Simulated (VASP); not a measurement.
# P: single point with PBE

P:

```
CELL_PARAMETERS angstrom
2.39450 0.00000 0.00000
0.00000 2.39450 0.00000
0.00000 0.00000 2.39450
ATOMIC_POSITIONS crystal
P 0.00000 0.00000 0.00000
```

| Item | Value |
| --- | --- |
| Program | VASP 6.6.1 |
| Task | single point |
| Functional | PBE |
| Potentials or basis | VASP PAW PBE potentials, release 64 (P) |
| Cutoff | 520 eV |
| k mesh | 15 × 15 × 15 |
| Occupations | fermi-dirac, width 0.0612256 eV |
| Spin | no spin polarisation |

```
Pressure : 8.4 GPa
```

Levels at points of the mesh, in eV from the Fermi level:
```
           k point  band 1  band 2  band 3  band 4  band 5  band 6
(0.00, 0.00, 0.00)  -17.22    5.24    5.24    5.24    6.61    6.61
```

Wall time 11 s on 1 thread of AMD EPYC 7R13 Processor (Zen 3) (shared host), peak memory 0.09 GiB.
